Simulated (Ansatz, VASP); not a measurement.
# Two plane-wave programs on GaAs

```
Ga As
1.0
     0.00000    2.83308    2.83308
     2.83308    0.00000    2.83308
     2.83308    2.83308    0.00000
Ga As
1 1
Direct
  0.00000 0.00000 0.00000
  0.25000 0.25000 0.25000
```

Alike in both runs: task single point; functional r2SCAN; k mesh 5 × 5 × 5; no spin polarisation.

```csv
,VASP,Ansatz
version,VASP 6.6.1,Ansatz 0.2.0
potentials or method,"VASP PAW PBE potentials, release 64 (Ga_d, As)",plane waves
plane-wave cutoff (eV),550,500
occupations,"gaussian, width 0.01 eV",fixed
valence electrons in the cell,18,28
```

```tsv
	VASP	Ansatz	Ansatz less VASP
gap on the k mesh at the Fermi level (eV)	0.94	0.96	+0.019
pressure (GPa)	0.2	0.1	-0.12
```

VASP's potentials were made for PBE, not for r2SCAN. VASP's potentials hold 18 valence electrons a cell and Ansatz's 28, so a difference there can come from the potentials and not from the codes.
